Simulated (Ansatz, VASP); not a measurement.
## KBr: VASP beside Ansatz

POSCAR

```
KBr
1.0
    0.0000000000      3.3024386828      3.3024386828
    3.3024386828      0.0000000000      3.3024386828
    3.3024386828      3.3024386828      0.0000000000
K Br
1 1
Direct
    0.0000000000      0.0000000000      0.0000000000
    0.5000000000      0.5000000000      0.5000000000
```

The input INCAR.step1:

```
PREC = Accurate
ENCUT = 520
EDIFF = 1E-5
ISMEAR = 0
SIGMA = 0.01
LREAL = F
LASPH = T
NELM = 100
ALGO = Normal
ISIF = 2
LWAVE = T
LCHARG = F
GGA = PE
NBANDS = 15
```

File INCAR.step2:

```
PREC = Accurate
ENCUT = 520
EDIFF = 1E-6
ISMEAR = 0
SIGMA = 0.01
LREAL = F
LASPH = T
NELM = 100
ALGO = Normal
ISIF = 2
LWAVE = F
LCHARG = F
GGA = PE
LHFCALC = T
AEXX = 0.4
HFSCREEN = 0.2078
PRECFOCK = Normal
ISTART = 1
NBANDS = 15
```

File KPOINTS:

```
Automatic mesh
0
Gamma
  4 4 4
```

Input for Ansatz:

```yaml
crystal:
  lattice:
    - [0.0, 3.3024386828, 3.3024386828]
    - [3.3024386828, 0.0, 3.3024386828]
    - [3.3024386828, 3.3024386828, 0.0]
  atoms:
    - { symbol: K, position: [0.0, 0.0, 0.0] }
    - { symbol: Br, position: [0.5, 0.5, 0.5] }
kpoints:
  mp_grid: { grid: [4, 4, 4] }
hamiltonian:
  xc:
    exchange: pbe
    correlation: pbe
    exx: { coeff: 0.4, omega: 0.2078 }
scf:
  occupations: { method: fixed }
  n_extra_bands: 4
output:
  forces: true
  stress: true
  eigenvalues: true
```

Alike in both runs: task single point; functional PBE-based screened hybrid; k mesh 4 × 4 × 4; no spin polarisation.

```csv
,VASP,Ansatz
version,VASP 6.6.1,Ansatz 0.2.0
potentials or method,"VASP PAW PBE potentials, release 64 (K_sv, Br)",plane waves
plane-wave cutoff (eV),520,420
occupations,"gaussian, width 0.01 eV",fixed
valence electrons in the cell,16,16
```

VASP gave:

| Quantity | Value |
| --- | --- |
| gap on the k mesh at the Fermi level (eV) | 6.31 |
| pressure (GPa) | 0.3 |

Estimate Ansatz's values.

gap on the k mesh at the Fermi level (eV): 6.32; pressure (GPa): 0.3.

VASP's potentials were made for PBE, not for PBE-based screened hybrid. Ansatz's warnings: stress exchange threshold loose, stress scf threshold loose.
